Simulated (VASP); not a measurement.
# BC5 (Cmmm) in VASP: notebook

The runs below take BC5 through single point, with PBE.

Everything below comes from runs of VASP 6.6.1. Logs are shortened: lines on timing, memory, paths and dates and some standing lists are left out, and cuts for length are marked.

## 1. The cell of the first run

The structure is orthorhombic, space group Cmmm (No. 65). The conventional cell has a = 4.641 Å, b = 6.801 Å, c = 5.531 Å, α = 90.00°, β = 90.00°, γ = 90.00°. B (site symmetry mmm) has 2 C at 1.47 Å within 2.0 Å. Within 2.1 Å of C (site symmetry mmm) lie 2 C at 1.56 Å. C (site symmetry 2mm) has 2 C at 1.52 to 1.56 Å within 2.0 Å. Within 2.0 Å of C (site symmetry m2m) lie 1 B at 1.47 Å.

The cell was generated, and may not be a known phase.

## 2. Single point, PBE

Input file INCAR:

```
SYSTEM = BC5
ALGO = Normal
EDIFF = 1E-6
ENCUT = 520
GGA = PE
ISIF = 2
ISMEAR = 0
LASPH = .True.
LCHARG = .False.
LREAL = .False.
LWAVE = .False.
NBANDS = 20
NELM = 60
PREC = Accurate
SIGMA = 0.1
```

Input file KPOINTS:

```
k-points
0
Gamma
  4 4 4
  0 0 0
```

Input file POSCAR:

```
BC5
1.0
    2.3207347600     -3.4005117000      0.0000000000
    2.3207347600      3.4005117000      0.0000000000
    0.0000000000      0.0000000000      5.5306750900
B C
1 5
Direct
    0.0000000000      0.0000000000      0.5000000000
    0.5000000000      0.5000000000      0.0000000000
    0.1640461900      0.1640461900      0.0000000000
    0.8359538100      0.8359538100      0.0000000000
    0.7841477300      0.2158522700      0.5000000000
    0.2158522700      0.7841477300      0.5000000000
```

Potentials or basis: VASP PAW PBE potentials, release 64 (B, C).

Command:

```console
$ cat potpaw_PBE.64/B/POTCAR potpaw_PBE.64/C/POTCAR > POTCAR
$ mpirun -np 1 vasp_std > vasp.out
```

OUTCAR:

```text
SYSTEM = BC5
   EDIFF = 1E-6
   ENCUT = 520
   GGA = PE
   ISIF = 2
   ISMEAR = 0
   LASPH = .True.
   LREAL = .False.
   NELM = 60
   PREC = Accurate

 ion  position               nearest neighbor table
   1  0.000  0.000  0.500-   5 1.47   6 1.47
   2  0.500  0.500  0.000-   3 1.56   4 1.56
   3  0.164  0.164  0.000-   4 1.52   2 1.56
   4  0.836  0.836  0.000-   3 1.52   2 1.56
   5  0.784  0.216  0.500-   1 1.47
   6  0.216  0.784  0.500-   1 1.47

  LATTYP: Found a base centered orthorhombic cell.
 ALAT       =     4.6414695200
 B/A-ratio  =     1.4652737394
 C/A-ratio  =     1.1915784572

  Lattice vectors:

 A1 = (   2.3207347600,  -3.4005117000,   0.0000000000)
 A2 = (   2.3207347600,   3.4005117000,   0.0000000000)
 A3 = (   0.0000000000,   0.0000000000,   5.5306750900)

Analysis of symmetry for initial positions (statically):
=====================================================================
 Subroutine PRICEL returns:
 Original cell was already a primitive cell.

 Routine SETGRP: Setting up the symmetry group for a
 base centered orthorhombic supercell.

 Subroutine GETGRP returns: Found  8 space group operations
 (whereof  8 operations were pure point group operations)
 out of a pool of  8 trial point group operations.

The static configuration has the point symmetry D_2h.

Analysis of symmetry for dynamics (positions and initial velocities):
=====================================================================
 Subroutine PRICEL returns:
 Original cell was already a primitive cell.

 Routine SETGRP: Setting up the symmetry group for a
 base centered orthorhombic supercell.

 Subroutine GETGRP returns: Found  8 space group operations
 (whereof  8 operations were pure point group operations)
 out of a pool of  8 trial point group operations.

The dynamic configuration has the point symmetry D_2h.

 Subroutine INISYM returns: Found  8 space group operations
 (whereof  8 operations are pure point group operations),
 and found     1 'primitive' translations

----------------------------------------------------------------------------------------

                                     Primitive cell

  volume of cell :      87.2927

  direct lattice vectors                    reciprocal lattice vectors
     2.320734760 -3.400511700  0.000000000     0.215449007 -0.147036695  0.000000000
     2.320734760  3.400511700  0.000000000     0.215449007  0.147036695  0.000000000
     0.000000000  0.000000000  5.530675090     0.000000000  0.000000000  0.180809754

  length of vectors
     4.116951499  4.116951499  5.530675090     0.260841071  0.260841071  0.180809754

  position of ions in fractional coordinates (direct lattice)
     0.000000000  0.000000000  0.500000000
     0.500000000  0.500000000  0.000000000
     0.164046190  0.164046190  0.000000000
     0.835953810  0.835953810  0.000000000
     0.784147730  0.215852270  0.500000000
     0.215852270  0.784147730  0.500000000

  ion indices of the primitive-cell ions
   primitive index   ion index
                 1           1
                 2           2
                 3           3
                 4           4
                 5           5
                 6           6

----------------------------------------------------------------------------------------

 KPOINTS: k-points

Automatic generation of k-mesh.
 Grid dimensions read from file:
 generate k-points for:    4    4    4

 Generating k-lattice:

  Cartesian coordinates                     Fractional coordinates (reciprocal lattice)
     0.053862252 -0.036759174  0.000000000     0.250000000 -0.000000000  0.000000000
     0.053862252  0.036759174  0.000000000    -0.000000000  0.250000000  0.000000000
     0.000000000  0.000000000  0.045202438     0.000000000  0.000000000  0.250000000

  Length of vectors
     0.065210268  0.065210268  0.045202438

  Shift w.r.t. Gamma in fractional coordinates (k-lattice)
     0.000000000  0.000000000  0.000000000

 Subroutine IBZKPT returns following result:
 ===========================================

 Found     21 irreducible k-points:

 Following reciprocal coordinates:
            Coordinates               Weight
  0.000000  0.000000  0.000000      1.000000
  0.250000  0.000000  0.000000      4.000000
  0.500000  0.000000  0.000000      2.000000
  0.250000  0.250000  0.000000      2.000000
  0.500000  0.250000  0.000000      4.000000
 -0.250000  0.250000  0.000000      2.000000
[... 13 lines left out ...]
 -0.250000  0.250000  0.500000      2.000000
  0.500000  0.500000  0.500000      1.000000
   k-points           NKPTS =     21   k-points in BZ     NKDIM =     21   number of bands    NBANDS=     20
   number of dos      NEDOS =    301   number of ions     NIONS =      6
   total plane-waves  NPLWV =  43008
   dimension x,y,z NGX =    32 NGY =   32 NGZ =   42
   dimension x,y,z NGXF=    64 NGYF=   64 NGZF=   84
   ions per type =               1   5
[... 91 lines left out ...]
      4      -9.7523      2.00000
      5      -7.0215      2.00000
      6      -3.3968      2.00000
[... 12 lines left out ...]
     19       6.4007      0.00000
     20       7.0904      0.00000

 k-point     4 :       0.2500    0.2500    0.0000
  band No.  band energies     occupation
      1     -13.3210      2.00000
      2     -12.7464      2.00000
      3     -10.6569      2.00000
      4      -9.7207      2.00000
      5      -7.0216      2.00000
      6      -3.4700      2.00000
[... 12 lines left out ...]
     19       6.2837      0.00000
     20       7.1827      0.00000

 k-point     5 :       0.5000    0.2500    0.0000
  band No.  band energies     occupation
      1     -13.7870      2.00000
      2     -11.7550      2.00000
      3     -10.6105      2.00000
      4      -9.7460      2.00000
      5      -8.0296      2.00000
      6      -3.6530      2.00000
[... 12 lines left out ...]
     19       6.8615      0.00000
     20       7.1601      0.00000

 k-point     6 :      -0.2500    0.2500    0.0000
  band No.  band energies     occupation
      1     -14.1920      2.00000
      2     -11.1517      2.00000
      3     -10.0087      2.00000
      4      -9.7275      2.00000
      5      -9.0480      2.00000
      6      -4.2491      2.00000
[... 12 lines left out ...]
     19       6.0310      0.00000
     20       7.2405      0.00000

 k-point     7 :       0.5000    0.5000    0.0000
  band No.  band energies     occupation
      1     -14.0028      2.00000
      2     -10.5714      2.00000
      3     -10.2881      2.00000
      4      -9.8235      2.00000
      5      -9.6138      2.00000
      6      -4.1640      2.00000
[... 12 lines left out ...]
     19       5.7665      0.00000
     20       7.1729      0.00000
[... 208 lines left out ...]
 k-point    17 :       0.5000    0.0000    0.5000
  band No.  band energies     occupation
      1     -13.2032      2.00000
      2     -12.7887      2.00000
      3     -10.8390      2.00000
      4      -9.7660      2.00000
      5      -7.0229      2.00000
      6      -3.2646      2.00000
[... 12 lines left out ...]
     19       6.7194      0.00000
     20       6.8118      0.00000

 k-point    18 :       0.2500    0.2500    0.5000
  band No.  band energies     occupation
      1     -13.2436      2.00000
      2     -12.7388      2.00000
      3     -10.8703      2.00000
      4      -9.7060      2.00000
      5      -7.0229      2.00000
      6      -3.8585      2.00000
[... 12 lines left out ...]
     19       6.2246      0.00000
     20       6.6191      0.00000

 k-point    19 :       0.5000    0.2500    0.5000
  band No.  band energies     occupation
      1     -13.7509      2.00000
      2     -11.7004      2.00000
      3     -10.7326      2.00000
      4      -9.8247      2.00000
      5      -8.0338      2.00000
      6      -3.9159      2.00000
[... 12 lines left out ...]
     19       6.4446      0.00000
     20       7.1075      0.00000

 k-point    20 :      -0.2500    0.2500    0.5000
  band No.  band energies     occupation
      1     -14.1421      2.00000
      2     -11.2838      2.00000
      3      -9.9900      2.00000
      4      -9.7200      2.00000
      5      -9.1211      2.00000
      6      -3.5763      2.00000
[... 12 lines left out ...]
     19       5.8795      0.00000
     20       6.8531      0.00000

 k-point    21 :       0.5000    0.5000    0.5000
  band No.  band energies     occupation
      1     -13.9765      2.00000
      2     -10.5503      2.00000
      3     -10.0814      2.00000
      4      -9.9869      2.00000
      5      -9.8132      2.00000
      6      -4.4041      2.00000
[... 12 lines left out ...]
     19       5.6379      0.00000
     20       6.4406      0.00000

------------------------ aborting loop because EDIFF is reached ----------------------------------------

  FORCE on cell =-STRESS in cart. coord.  units (eV):
  Direction    XX          YY          ZZ          XY          YZ          ZX
  --------------------------------------------------------------------------------------
  -------------------------------------------------------------------------------------
  Total      -53.4799207     -1.2159445      1.4630193     -0.0000000      0.0000000      0.0000000
  in kB     -981.5748327    -22.3175446     26.8523752     -0.0000000      0.0000000      0.0000000
  external PRESSURE =    -325.6800007 kB  Pullay stress =       0.0000000 kB

 VOLUME and BASIS-vectors are now :
 -----------------------------------------------------------------------------
  energy-cutoff  :      520.00
  volume of cell :       87.29
      direct lattice vectors                 reciprocal lattice vectors
     2.320734760 -3.400511700  0.000000000     0.215449007 -0.147036695  0.000000000
     2.320734760  3.400511700  0.000000000     0.215449007  0.147036695  0.000000000
     0.000000000  0.000000000  5.530675090     0.000000000  0.000000000  0.180809754

 POSITION                                       TOTAL-FORCE (eV/Angst)
 -----------------------------------------------------------------------------------
      0.00000      0.00000      2.76534         0.000000      0.000000      0.000000
      2.32073      0.00000      0.00000         0.000000     -0.000000      0.000000
      0.76142      0.00000      0.00000         0.789715      0.000000      0.000000
      3.88005      0.00000      0.00000        -0.789715      0.000000     -0.000000
      2.32073     -1.93250      2.76534         0.000000      0.437458      0.000000
      2.32073      1.93250      2.76534         0.000000     -0.437458      0.000000
 -----------------------------------------------------------------------------------
    total drift:                               -0.000000     -0.000000     -0.000000

  FREE ENERGIE OF THE ION-ELECTRON SYSTEM (eV)
  ---------------------------------------------------
  free  energy   TOTEN  =       -35.2789523123 eV

  energy  without entropy=      -35.2578932137  energy(sigma->0) =      -35.26842276
```

It took 13 s on 1 thread of Intel Xeon 6975P-C (Granite Rapids), shared host; peak memory 0.19 GiB.

Results:

```yaml
Free_energy: -35.2790 eV
Pressure: -32.6 GPa
Largest_force: 0.790 eV/Å
Band_gap_on_the_k_mesh: zero (an odd number of electrons rules out a gap without spin polarisation)
```

Forces in eV/Å, atoms in the order of the input:
```
B    0.000  0.000  0.000
C    0.000  0.000  0.000
C    0.790  0.000  0.000
C   -0.790  0.000  0.000
C    0.000  0.437  0.000
C    0.000 -0.437  0.000
```

Caveat: the k points lie up to 0.41 Å⁻¹ apart, too coarse for converged energies and pressures of a metal; an odd number of electrons without spin polarisation forces a metal; a magnetic or distorted state may lie lower.

## 3. Single point, PBE

This run uses another cell than the first one, of 14.60 Å³/atom.

INCAR is that of step 2.

KPOINTS is that of step 2.

Input file POSCAR:

```
BC5
1.0
    1.8685705365     -3.3621490583      0.0000000000
    1.8685705365      3.3621490583      0.0000000000
    0.0000000000      0.0000000000      6.9704029491
B C
1 5
Direct
    0.0000000000      0.0000000000      0.5000000000
    0.5000000000      0.5000000000      0.0000000000
    0.1667611131      0.1667611131      0.0000000000
    0.8332388869      0.8332388869      0.0000000000
    0.7850316033      0.2149683967      0.5000000000
    0.2149683967      0.7850316033      0.5000000000
```

Potentials or basis: VASP PAW PBE potentials, release 64 (B, C).

Command:

```console
$ cat potpaw_PBE.64/B/POTCAR potpaw_PBE.64/C/POTCAR > POTCAR
$ mpirun -np 1 vasp_std > vasp.out
```

Run time: 20 s. Hardware: 1 thread of Intel Xeon 6975P-C (Granite Rapids), shared host; peak memory 0.2 GiB.

The run converged. Its results:

```
Free energy            : -42.6612 eV
Pressure               : 0.0 GPa
Largest force          : 0.007 eV/Å
Band gap on the k mesh : zero (an odd number of electrons rules out a gap without spin polarisation)
```

Forces on the atoms (eV/Å):
```
B    0.000  0.000  0.000
C    0.000  0.000  0.000
C    0.001  0.000  0.000
C   -0.001  0.000  0.000
C    0.000  0.007  0.000
C    0.000 -0.007  0.000
```

Stress tensor (GPa, compression positive):
```
-0.26  0.00  0.00
 0.00 -0.02  0.00
 0.00  0.00  0.18
```

Levels at points of the mesh, in eV from the Fermi level:
| k point | band 9 | band 10 | band 11 | band 12 | band 13 | band 14 |
| --- | --- | --- | --- | --- | --- | --- |
| (0.00, 0.00, 0.00) | -3.37 | -2.92 | -0.55 | 1.21 | 2.88 | 3.58 |
| (0.50, 0.00, 0.00) | -3.20 | -3.17 | -3.16 | -1.71 | 0.05 | 2.92 |
| (0.50, 0.50, 0.00) | -1.77 | -1.77 | -1.68 | -0.55 | 4.04 | 4.11 |
| (0.00, 0.00, 0.50) | -3.67 | -2.92 | -0.55 | 1.20 | 2.84 | 3.58 |
| (0.50, 0.00, 0.50) | -3.19 | -3.16 | -3.12 | -2.05 | 0.02 | 2.93 |
| (0.50, 0.50, 0.50) | -1.75 | -1.70 | -1.68 | -0.67 | 4.06 | 4.09 |

Caveat: the k points lie up to 0.48 Å⁻¹ apart, too coarse for converged energies and pressures of a metal; this functional lacks dispersion, which binds layers or chains, so the pressure and a relaxed spacing across them are unreliable; an odd number of electrons without spin polarisation forces a metal; a magnetic or distorted state may lie lower.

## 4. Single point, PBE

This run uses another cell than the first one, of 16.30 Å³/atom.

Input file INCAR:

```
SYSTEM = BC5
PREC = Accurate
ENCUT = 520
EDIFF = 1E-6
ISMEAR = 0
SIGMA = 0.1
LREAL = .False.
LASPH = .True.
NELM = 60
ALGO = Normal
ISIF = 2
LWAVE = .False.
LCHARG = .False.
GGA = PE
NBANDS = 20
```

Input file KPOINTS:

```
regular mesh
0
Gamma
  6 6 4
  0 0 0
```

Input file POSCAR:

```
BC5
1.0
    1.8656395755     -3.3981789012      0.0000000000
    1.8656395755      3.3981789012      0.0000000000
    0.0000000000      0.0000000000      7.7126047260
B C
1 5
Direct
    0.0000000000      0.0000000000      0.5000000000
    0.5000000000      0.5000000000      0.0000000000
    0.1666642000      0.1666642000      0.0000000000
    0.8333358000      0.8333358000      0.0000000000
    0.7863324425      0.2136675575      0.5000000000
    0.2136675575      0.7863324425      0.5000000000
```

Command:

```console
$ cat potpaw_PBE.64/B/POTCAR potpaw_PBE.64/C/POTCAR > POTCAR
$ mpirun -np 1 vasp_std > vasp.out
```

Run time: 38 s. Hardware: 1 thread of Intel Xeon 6975P-C (Granite Rapids), shared host; peak memory 0.24 GiB.

The run converged. Its results:

* Free energy: -43.0395 eV
* Pressure: 0.0 GPa
* Largest force: 0.009 eV/Å
* Band gap on the k mesh: zero (an odd number of electrons rules out a gap without spin polarisation)

Forces on the atoms (eV/Å):
```
B    0.000  0.000  0.000
C    0.000  0.000  0.000
C    0.000  0.000  0.000
C    0.000  0.000  0.000
C    0.000  0.009  0.000
C    0.000 -0.009  0.000
```

Stress tensor (GPa, compression positive):
```
-0.23  0.00  0.00
 0.00  0.00  0.00
 0.00  0.00  0.20
```

Levels at points of the mesh, in eV from the Fermi level:
```tsv
k point	band 8	band 9	band 10	band 11	band 12	band 13	band 14	band 15	band 16	band 17
(0.00, 0.00, 0.00)	-4.01	-3.42	-2.95	-0.43	1.27	2.92	4.00	4.00	4.51	4.67
(0.50, 0.00, 0.00)	-2.94	-2.83	-2.83	-2.83	-1.80	0.10	2.88	5.30	6.00	6.24
(0.50, 0.50, 0.00)	-5.08	-1.68	-1.68	-1.59	-0.54	4.46	4.48	5.21	5.21	6.22
(0.00, 0.00, 0.50)	-4.01	-3.55	-2.95	-0.43	1.26	2.91	3.99	4.01	4.69	4.69
(0.50, 0.00, 0.50)	-2.84	-2.83	-2.81	-2.80	-1.96	0.08	2.88	5.30	6.09	6.21
(0.50, 0.50, 0.50)	-5.08	-1.68	-1.66	-1.58	-0.59	4.47	4.47	5.21	5.21	5.97
```

Caveat: this functional lacks dispersion, which binds layers or chains, so the pressure and a relaxed spacing across them are unreliable; an odd number of electrons without spin polarisation forces a metal; a magnetic or distorted state may lie lower.

## 5. Overview

```csv
cell,k mesh,gap on the mesh (eV),pressure (GPa),largest force (eV/Å)
"a = 4.117, b = 4.117, c = 5.531 Å, angles 90.0, 90.0, 111.4°, 6 atoms, atomic positions A",4 × 4 × 4,none,-32.6,0.79
"a = 3.847, b = 3.847, c = 6.970 Å, angles 90.0, 90.0, 121.9°, 6 atoms, atomic positions B",4 × 4 × 4,none,0.0,0.01
"a = 3.877, b = 3.877, c = 7.713 Å, angles 90.0, 90.0, 122.5°, 6 atoms, atomic positions C",6 × 6 × 4,none,0.0,0.01
```

Alike in all rows: task single point; level PBE; potentials or basis VASP PAW PBE potentials, release 64 (B, C); no spin polarisation; cutoff (eV) 520; smearing gaussian 0.1 eV.

Caveats: some runs use coarse meshes; an odd number of electrons without spin polarisation forces a metal; a magnetic or distorted state may lie lower; this functional lacks dispersion, which binds layers or chains, so the pressure and a relaxed spacing across them are unreliable (at least some runs).

Total energies depend on the potentials used, so only differences within one code and one set of settings carry meaning.
